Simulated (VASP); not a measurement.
# Cu3W2 (P4/mmm) in VASP: single point with PBE

Aim: the single point of Cu3W2 with PBE.

Program: VASP 6.6.1. These are calculated values, not measurements. Logs are shortened: lines on timing, memory, paths and dates and some standing lists are left out, and cuts for length are marked.

### Step 1. The cell of the first run

Symmetry: P4/mmm, No. 123, tetragonal system. Conventional cell: a = 3.338 Å, b = 3.338 Å, c = 8.049 Å, α = 90.00°, β = 90.00°, γ = 90.00°. Cu (site symmetry 4/mmm) has 12 Cu at 2.50 to 3.34 Å within 3.4 Å. Within 2.2 Å of Cu (site symmetry 4mm) lie 1 Cu at 1.65 Å. W (site symmetry 4/mmm) has 4 W at 2.36 Å within 3.1 Å. Within 3.4 Å of W (site symmetry 4/mmm) lie 8 W at 2.36 to 3.34 Å and 2 Cu at 3.20 Å.

The cell was generated, and may not be a known phase.

### Step 2. Single point, PBE

INCAR reads:

```
PREC     = Accurate       # precision mode
ENCUT    = 820            # plane-wave cutoff, eV
EDIFF    = 1E-6           # SCF threshold, eV
ISMEAR   = 0              # smearing method
SIGMA    = 0.1            # smearing width, eV
LREAL    = False          # projectors in reciprocal space
LASPH    = True           # aspherical terms in the spheres
NELM     = 120            # most SCF steps
ALGO     = Normal         # electronic algorithm
ISIF     = 2              # what is computed and relaxed
LWAVE    = False          # write WAVECAR
LCHARG   = False          # write CHGCAR
GGA      = PE             # functional
NBANDS   = 50             # bands
GGA_COMPAT= False
```

KPOINTS reads:

```
regular mesh
0
Gamma
  6 6 2
```

POSCAR reads:

```
Cu3W2
1.0
    3.3382495100      0.0000000000      0.0000000000
    0.0000000000      3.3382495100      0.0000000000
    0.0000000000      0.0000000000      8.0491516800
Cu W
3 2
Direct
    0.0000000000      0.0000000000      0.5000000000
    0.5000000000      0.5000000000      0.6024216000
    0.5000000000      0.5000000000      0.3975784000
    0.0000000000      0.0000000000      0.0000000000
    0.5000000000      0.5000000000      0.0000000000
```

Potentials or basis: VASP PAW PBE potentials, release 64 (Cu_sv_GW, W_sv).

Run with:

```console
> cat potpaw_PBE.64/Cu_sv_GW/POTCAR potpaw_PBE.64/W_sv/POTCAR > POTCAR
> mpirun -np 1 vasp_std > vasp.out
```

OUTCAR:

```text
PREC = Accurate
   ENCUT = 820
   EDIFF = 1E-6
   ISMEAR = 0
   LREAL = False
   LASPH = True
   NELM = 120
   ISIF = 2
   GGA = PE

 ion  position               nearest neighbor table
   1  0.000  0.000  0.500-   2 2.50   3 2.50   2 2.50   3 2.50   2 2.50   3 2.50   2 2.50   3 2.50

   2  0.500  0.500  0.602-   3 1.65   1 2.50   1 2.50   1 2.50   1 2.50
   3  0.500  0.500  0.398-   2 1.65   1 2.50   1 2.50   1 2.50   1 2.50
   4  0.000  0.000  0.000-   5 2.36   5 2.36   5 2.36   5 2.36
   5  0.500  0.500  0.000-   4 2.36   4 2.36   4 2.36   4 2.36

  LATTYP: Found a simple tetragonal cell.
 ALAT       =     3.3382495100
 C/A-ratio  =     2.4111893541

  Lattice vectors:

 A1 = (   3.3382495100,   0.0000000000,   0.0000000000)
 A2 = (   0.0000000000,   3.3382495100,   0.0000000000)
 A3 = (   0.0000000000,   0.0000000000,   8.0491516800)

Analysis of symmetry for initial positions (statically):
=====================================================================
 Subroutine PRICEL returns:
 Original cell was already a primitive cell.

 Routine SETGRP: Setting up the symmetry group for a
 simple tetragonal supercell.

 Subroutine GETGRP returns: Found 16 space group operations
 (whereof 16 operations were pure point group operations)
 out of a pool of 16 trial point group operations.

The static configuration has the point symmetry D_4h.

Analysis of symmetry for dynamics (positions and initial velocities):
=====================================================================
 Subroutine PRICEL returns:
 Original cell was already a primitive cell.

 Routine SETGRP: Setting up the symmetry group for a
 simple tetragonal supercell.

 Subroutine GETGRP returns: Found 16 space group operations
 (whereof 16 operations were pure point group operations)
 out of a pool of 16 trial point group operations.

The dynamic configuration has the point symmetry D_4h.

 Subroutine INISYM returns: Found 16 space group operations
 (whereof 16 operations are pure point group operations),
 and found     1 'primitive' translations

----------------------------------------------------------------------------------------

                                     Primitive cell

  volume of cell :      89.6990

  direct lattice vectors                    reciprocal lattice vectors
     3.338249510  0.000000000  0.000000000     0.299558196  0.000000000  0.000000000
     0.000000000  3.338249510  0.000000000     0.000000000  0.299558196  0.000000000
     0.000000000  0.000000000  8.049151680     0.000000000  0.000000000  0.124236695

  length of vectors
     3.338249510  3.338249510  8.049151680     0.299558196  0.299558196  0.124236695

  position of ions in fractional coordinates (direct lattice)
     0.000000000  0.000000000  0.500000000
     0.500000000  0.500000000  0.602421600
     0.500000000  0.500000000  0.397578400
     0.000000000  0.000000000  0.000000000
     0.500000000  0.500000000  0.000000000

  ion indices of the primitive-cell ions
   primitive index   ion index
                 1           1
                 2           2
                 3           3
                 4           4
                 5           5

----------------------------------------------------------------------------------------

 KPOINTS: regular mesh

Automatic generation of k-mesh.
 Grid dimensions read from file:
 generate k-points for:    6    6    2

 Generating k-lattice:

  Cartesian coordinates                     Fractional coordinates (reciprocal lattice)
     0.049926366  0.000000000  0.000000000     0.166666667  0.000000000  0.000000000
     0.000000000  0.049926366  0.000000000     0.000000000  0.166666667  0.000000000
     0.000000000  0.000000000  0.062118347     0.000000000  0.000000000  0.500000000

  Length of vectors
     0.049926366  0.049926366  0.062118347

  Shift w.r.t. Gamma in fractional coordinates (k-lattice)
     0.000000000  0.000000000  0.000000000

 Subroutine IBZKPT returns following result:
 ===========================================

 Found     20 irreducible k-points:

 Following reciprocal coordinates:
            Coordinates               Weight
  0.000000  0.000000  0.000000      1.000000
  0.166667  0.000000  0.000000      4.000000
  0.333333  0.000000  0.000000      4.000000
  0.500000  0.000000  0.000000      2.000000
  0.166667  0.166667  0.000000      4.000000
  0.333333  0.166667  0.000000      8.000000
[... 12 lines left out ...]
  0.500000  0.333333  0.500000      4.000000
  0.500000  0.500000  0.500000      1.000000
   k-points           NKPTS =     20   k-points in BZ     NKDIM =     20   number of bands    NBANDS=     50
   number of dos      NEDOS =    301   number of ions     NIONS =      5
   total plane-waves  NPLWV =  81920
   dimension x,y,z NGX =    32 NGY =   32 NGZ =   80
   dimension x,y,z NGXF=    64 NGYF=   64 NGZF=  160
   ions per type =               3   2
   NGX,Y,Z   is equivalent  to a cutoff of  15.94, 15.94, 16.52 a.u.
   NGXF,Y,Z  is equivalent  to a cutoff of  31.87, 31.87, 33.05 a.u.
 SYSTEM =  unknown system
   PREC   = accura    normal or accurate (medium, high low for compatibility)
   ISTART =      0    job   : 0-new  1-cont  2-samecut
   ICHARG =      2    charge: 1-file 2-atom 10-const
   ISPIN  =      1    spin polarized calculation?
   LNONCOLLINEAR =      F non collinear calculations
   LSORBIT =      F    spin-orbit coupling
   LASPH  =      T    aspherical Exc in radial PAW
   ENCUT  =  820.0 eV  60.27 Ry    7.76 a.u.   7.79  7.79 18.79*2*pi/ulx,y,z
   NELM   =    120;   NELMIN=  2; NELMDL= -5     # of ELM steps
   EDIFF  = 0.1E-05   stopping-criterion for ELM
   LREAL  =      F    real-space projection
   EDIFFG = 0.1E-04   stopping-criterion for IOM
   NSW    =      0    number of steps for IOM
   IBRION =     -1    ionic relax: 0-MD 1-quasi-New 2-CG
   NFREE  =      0    steps in history (QN), initial steepest desc. (CG)
   ISIF   =      2    stress and relaxation
   ISYM   =      2    0-nonsym 1-usesym 2-fastsym
   POTIM  = 0.5000    time-step for ionic-motion
   TEBEG  =    0.0;   TEEND  =   0.0 temperature during run
   PSTRESS=    0.0 pullay stress
   NELECT =      85.0000    total number of electrons
   NUPDOWN=      -1.0000    fix difference up-down
   EMIN   =  10.00;   EMAX   =-10.00  energy-range for DOS
   EFERMI =   0.00;   METHOD = LEGACY
   ISMEAR =     0;   SIGMA  =   0.10  broadening in eV -4-tet -1-fermi 0-gaus
   EFERMI_NEDOS =   21; number of points for ismear=-14 and -15
   IALGO  =     38    algorithm
   IMIX   =      4    mixing-type and parameters
     AMIX     =   0.40;   BMIX     =  1.00
     AMIX_MAG =   1.60;   BMIX_MAG =  1.00
  volume/ion in A,a.u.               =      17.94       121.06
  Fermi-wavevector in a.u.,A,eV,Ry     =   1.607997  3.038674 35.179964  2.585654
  Thomas-Fermi vector in A             =   2.703937
   LORBIT       =      0    0 simple, 1 ext, 2 COOP (PROOUT), +10 PAW based schemes
   GGA     = PE    functional components
   LHFCALC =     F    Hartree Fock is set to
   AEXX    =    0.0000 exact exchange contribution
   IVDW    =     0    specifies the selected vdW correction
   LEPSILON=     F    determine dielectric tensor
   LRPA    =     F    only Hartree local field effects (RPA)
 non-spin polarized calculation
 Gauss-broadening in eV      SIGMA  =   0.10
  energy-cutoff  :      820.00
  volume of cell :       89.70
 maximum number of plane-waves:      4808
 NGX is ok and might be reduce to    32
   NGX = 15   NGY = 15   NGZ = 37

 number of electron      84.9999990 magnetization

 Free energy of the ion-electron system (eV)
  ---------------------------------------------------
  ext. energy  EPLUGINS =         0.00000000
  ---------------------------------------------------
  free energy    TOTEN  =       -24.89757150 eV

  energy without entropy =      -24.88542177  energy(sigma->0) =      -24.89149663

 E-fermi :   5.7557     XC(G=0): -11.3927

 val. band max:        5.7500261322   @ k =   0.5000   0.5000   0.0000
 cond. band min:       5.8678181769   @ k =   0.5000   0.1667   0.5000
 fundamental gap:      0.1177920447
 Fermi energy:         5.7557195054

 k-point     1 :       0.0000    0.0000    0.0000
  band No.  band energies     occupation
      1    -106.9441      2.00000
      2    -106.5143      2.00000
      3    -106.3159      2.00000
      4     -68.2655      2.00000
      5     -67.5748      2.00000
      6     -65.4128      2.00000
[... 42 lines left out ...]
     49      11.4775      0.00000
     50      12.3655      0.00000

 k-point     2 :       0.1667    0.0000    0.0000
  band No.  band energies     occupation
      1    -106.9441      2.00000
      2    -106.5144      2.00000
      3    -106.3160      2.00000
      4     -68.2232      2.00000
      5     -67.6176      2.00000
      6     -65.4129      2.00000
[... 42 lines left out ...]
     49      12.0571      0.00000
     50      12.5501      0.00000

 k-point     3 :       0.3333    0.0000    0.0000
  band No.  band energies     occupation
      1    -106.9440      2.00000
      2    -106.5144      2.00000
      3    -106.3160      2.00000
      4     -68.1118      2.00000
      5     -67.7301      2.00000
      6     -65.4129      2.00000
[... 42 lines left out ...]
     49       9.6398      0.00000
     50      10.7013      0.00000

 k-point     4 :       0.5000    0.0000    0.0000
  band No.  band energies     occupation
      1    -106.9440      2.00000
      2    -106.5144      2.00000
      3    -106.3160      2.00000
      4     -68.0149      2.00000
      5     -67.8275      2.00000
      6     -65.4130      2.00000
[... 787 lines left out ...]
 k-point    19 :       0.5000    0.3333    0.5000
  band No.  band energies     occupation
      1    -106.9438      2.00000
      2    -106.5143      2.00000
      3    -106.3159      2.00000
      4     -68.0106      2.00000
      5     -67.8231      2.00000
      6     -65.4126      2.00000
[... 42 lines left out ...]
     49       9.8511      0.00000
     50      10.4188      0.00000

 k-point    20 :       0.5000    0.5000    0.5000
  band No.  band energies     occupation
      1    -106.9438      2.00000
      2    -106.5143      2.00000
      3    -106.3159      2.00000
      4     -68.0092      2.00000
      5     -67.8217      2.00000
      6     -65.4124      2.00000
[... 42 lines left out ...]
     49       9.0555      0.00000
     50      11.5713      0.00000

------------------------ aborting loop because EDIFF is reached ----------------------------------------

  FORCE on cell =-STRESS in cart. coord.  units (eV):
  Direction    XX          YY          ZZ          XY          YZ          ZX
  --------------------------------------------------------------------------------------
  -------------------------------------------------------------------------------------
  Total       11.1309240     11.1309240     32.1866985      0.0000000      0.0000000      0.0000000
  in kB      198.8172677    198.8172677    574.9092753      0.0000000      0.0000000      0.0000000
  external PRESSURE =     324.1812703 kB  Pullay stress =       0.0000000 kB

 VOLUME and BASIS-vectors are now :
 -----------------------------------------------------------------------------
  energy-cutoff  :      820.00
  volume of cell :       89.70
      direct lattice vectors                 reciprocal lattice vectors
     3.338249510  0.000000000  0.000000000     0.299558196  0.000000000  0.000000000
     0.000000000  3.338249510  0.000000000     0.000000000  0.299558196  0.000000000
     0.000000000  0.000000000  8.049151680     0.000000000  0.000000000  0.124236695

 POSITION                                       TOTAL-FORCE (eV/Angst)
 -----------------------------------------------------------------------------------
      0.00000      0.00000      4.02458         0.000000      0.000000      0.000000
      1.66912      1.66912      4.84898         0.000000      0.000000     23.291363
      1.66912      1.66912      3.20017         0.000000      0.000000    -23.291363
      0.00000      0.00000      0.00000         0.000000      0.000000      0.000000
      1.66912      1.66912      0.00000         0.000000      0.000000      0.000000
 -----------------------------------------------------------------------------------
    total drift:                                0.000000     -0.000000     -0.000000

  FREE ENERGIE OF THE ION-ELECTRON SYSTEM (eV)
  ---------------------------------------------------
  free  energy   TOTEN  =       -24.8975714965 eV

  energy  without entropy=      -24.8854217700  energy(sigma->0) =      -24.89149663
```

Run time: 2.5 min. Hardware: 1 thread of Intel Xeon 6975P-C (Granite Rapids), shared host; peak memory 0.36 GiB.

Results:

```
Free energy            : -24.8976 eV
Pressure               : 32.4 GPa
Largest force          : 23.291 eV/Å
Band gap on the k mesh : zero (an odd number of electrons rules out a gap without spin polarisation)
```

Forces on the atoms (eV/Å):
```
Cu    0.000   0.000   0.000
Cu    0.000   0.000  23.291
Cu    0.000   0.000 -23.291
W     0.000   0.000   0.000
W     0.000   0.000   0.000
```

Levels at points of the mesh, in eV from the Fermi level:
```tsv
k point	band 39	band 40	band 41	band 42	band 43	band 44	band 45	band 46	band 47	band 48
(0.00, 0.00, 0.00)	-1.54	-1.18	-1.10	-0.96	-0.96	2.80	4.13	4.54	4.54	5.72
(0.50, 0.00, 0.00)	-1.03	-0.91	-0.45	-0.17	0.20	0.26	0.42	0.58	0.73	2.32
(0.50, 0.50, 0.00)	-0.79	-0.05	-0.05	-0.01	0.47	1.98	2.06	2.85	2.98	2.98
(0.00, 0.00, 0.50)	-1.54	-1.10	-1.02	-1.02	0.13	1.80	2.99	4.54	4.54	5.90
(0.50, 0.00, 0.50)	-1.11	-1.01	-0.90	-0.11	-0.10	0.21	0.26	0.57	0.71	2.19
(0.50, 0.50, 0.50)	-1.05	0.12	0.29	0.29	0.41	1.98	2.06	2.07	2.53	2.53
```

Caveat: the k points lie up to 0.39 Å⁻¹ apart, too coarse for converged energies and pressures of a metal; atoms lie so close that the PAW spheres overlap strongly, which falsifies energies and pressures; spin-orbit coupling is left out, which moves the levels of the heavy elements; forces of over 1 eV/Å act on the atoms, so gaps and moduli don't describe the material at rest.

The gap in the log of VASP goes by the Fermi energy; the results here count the filled bands.